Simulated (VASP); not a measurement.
Mg8H: relaxation of the atoms with PBE

The system is Mg8H, a slab with vacuum.

```xyz
9
Lattice="6.4201 0.0000 0.0000 0.0000 5.1379 0.0000 0.0000 0.0000 19.1645" Properties=species:S:1:pos:R:3 pbc="T T T"
Mg    0.0000    3.8534    4.0000
Mg    3.2101    3.8534    4.0000
Mg    1.6050    1.2845    4.9267
Mg    4.8151    1.2845    4.9267
Mg    1.6050    3.8534    6.8746
Mg    4.8151    3.8534    6.8746
Mg    0.0000    1.2845    7.6645
Mg    3.2101    1.2845    7.6645
H     0.0000    3.2112    6.7306
```

| Property | Result |
| --- | --- |
| Program | VASP 6.6.1 |
| Task | relaxation of the atoms |
| Functional | PBE |
| Potentials or basis | VASP PAW PBE potentials, release 64 (Mg, H) |
| Cutoff | 520 eV |
| k mesh | 4 × 5 × 1 |
| Occupations | gaussian, width 0.1 eV |
| Spin | no spin polarisation |
| Dipole correction | yes |
| Atoms held fixed (from 0) | [0, 1, 2, 3, 4, 5, 6, 7] |
| Further INCAR settings | ALGO = Normal; EDIFF = 1e-07; NELMDL = -8; IBRION = 2; EDIFFG = -0.025; NSW = 36 |
| Atoms held along some axes (from 0) | atom 8 along a and b |

* Energy gained by relaxing: 47.6 meV/atom
* Ionic steps: 12
* Band gap on the k mesh: zero (an odd number of electrons rules out a gap without spin polarisation)

Step by step:
| step | energy change (eV) | largest force on free atoms (eV/Å) | pressure (GPa) |
| --- | --- | --- | --- |
| 1 | 0.0000 | 0.0550 | -0.16 |
| 2 | -0.0002 | 0.0582 | -0.16 |
| 3 | -0.0007 | 0.0675 | -0.16 |
| 4 | -0.0019 | 0.0869 | -0.15 |
| 5 | -0.0053 | 0.1264 | -0.15 |
| 6 | -0.0159 | 0.2070 | -0.14 |
| 7 | -0.0525 | 0.3669 | -0.14 |
| 8 | -0.1766 | 0.5673 | -0.18 |
| 9 | -0.4111 | 0.2181 | -0.38 |
| 10 | 0.0303 | 0.9657 | -0.70 |
| 11 | -0.4276 | 0.0458 | -0.46 |
| 12 | -0.4284 | 0.0013 | -0.45 |

Final structure:
```
Mg H
1.0
     6.42014    0.00000    0.00000
     0.00000    5.13791    0.00000
     0.00000    0.00000   19.16448
Mg H
8 1
Direct
  0.00000 0.75000 0.20872
  0.50000 0.75000 0.20872
  0.25000 0.25000 0.25707
  0.75000 0.25000 0.25707
  0.25000 0.75000 0.35872
  0.75000 0.75000 0.35872
  0.00000 0.25000 0.39993
  0.50000 0.25000 0.39993
  0.00000 0.62500 0.41216
```

Levels at points of the mesh, in eV from the Fermi level:
| k point | band 5 | band 6 | band 7 | band 8 | band 9 | band 10 | band 11 | band 12 | band 13 |
| --- | --- | --- | --- | --- | --- | --- | --- | --- | --- |
| (0.00, 0.00, 0.00) | -1.75 | -0.96 | -0.66 | -0.56 | -0.11 | 0.82 | 1.46 | 1.60 | 2.32 |
| (0.50, 0.00, 0.00) | -1.44 | -0.17 | -0.10 | 0.08 | 0.29 | 0.77 | 1.23 | 1.67 | 1.82 |

It took 23 min on 1 thread of AMD EPYC 7R43 64-Core Processor (Zen 3) (shared host), peak memory 0.62 GiB.
